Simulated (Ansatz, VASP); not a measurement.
# One calculation of NbTe4Mo, two programs

File INCAR:

```
SYSTEM = NbTe4Mo
ALGO = Normal ; EDIFF = 1E-6
EDIFFG = -0.01 ; ENCUT = 600
GGA = PE ; IBRION = 2
ISIF = 3 ; ISMEAR = 0
LASPH = .True. ; LCHARG = .False.
LREAL = .False. ; LWAVE = .False.
NELM = 100 ; NSW = 100
PREC = Accurate ; SIGMA = 0.1
```

KPOINTS

```
k-points
0
Gamma
  12 12 4
  0 0 0
```

The input POSCAR:

```
NbTe4Mo
1.0
    3.6309656547      0.0000000000      0.0000000000
   -1.8154828273      3.1445084972      0.0000000000
    0.0000000000      0.0000000000     14.7190772891
Nb Te Mo
1 4 1
Direct
    0.6666666667      0.3333333333      0.5000000000
    0.3333333333      0.6666666667      0.3734703096
    0.6666666667      0.3333333333      0.8788137700
    0.3333333333      0.6666666667      0.6265296904
    0.6666666667      0.3333333333      0.1211862300
    0.3333333333      0.6666666667      0.0000000000
```

Input for Ansatz:

```yaml
crystal:
  lattice:
    - [3.6309656547, 0.0, 0.0]
    - [-1.8154828273, 3.1445084972, 0.0]
    - [0.0, 0.0, 14.7190772891]
  atoms:
    - { symbol: Nb, position: [0.6666666667, 0.3333333333, 0.5] }
    - { symbol: Te, position: [0.3333333333, 0.6666666667, 0.3734703096] }
    - { symbol: Te, position: [0.6666666667, 0.3333333333, 0.87881377] }
    - { symbol: Te, position: [0.3333333333, 0.6666666667, 0.6265296904] }
    - { symbol: Te, position: [0.6666666667, 0.3333333333, 0.12118623] }
    - { symbol: Mo, position: [0.3333333333, 0.6666666667, 0.0] }
basis:
  ecutwfc: 420
kpoints:
  mp_grid: { grid: [12, 12, 4] }
hamiltonian:
  xc: pbe
scf:
  occupations: { method: gaussian, width: 0.1 }
output:
  forces: true
  stress: true
  eigenvalues: true
  write_density: true
  write_potential: true
  elf: true
  volumetric_format: npy
relax:
  adjacent_minimum: "off"
  f_tol: 0.01
  max_steps: 80
  cell: { stress_tol: 0.05 }
```

Alike in both runs: task relaxation of cell and atoms; functional PBE; k mesh 12 × 12 × 4; occupations gaussian, width 0.1 eV; no spin polarisation.

```csv
,VASP,Ansatz
version,VASP 6.6.1,Ansatz 0.2.0
potentials or method,"VASP PAW PBE potentials, release 64 (Nb_sv, Te, Mo_sv), cutoff 600 eV","scalar-relativistic, plane waves, PAW"
valence electrons in the cell,51,91
```

Ansatz gave:

| Item | Value |
| --- | --- |
| gap on the k mesh at the Fermi level, each at its own relaxed structure (eV) | none |
| relaxed volume (Å³/atom) | 27.92 |
| relaxed length of the cell vector where the two differ most in proportion (Å) | 3.623 |

Q: Which values does VASP return?

A: gap on the k mesh at the Fermi level, each at its own relaxed structure (eV): none; relaxed volume (Å³/atom): 27.89; relaxed length of the cell vector where the two differ most in proportion (Å): 3.621.

A gap of «none» marks a metal or a gap that the smearing closes. VASP's potentials hold 51 valence electrons a cell and Ansatz's 91, so a difference there can come from the potentials and not from the codes.

Spin-orbit coupling is off throughout.
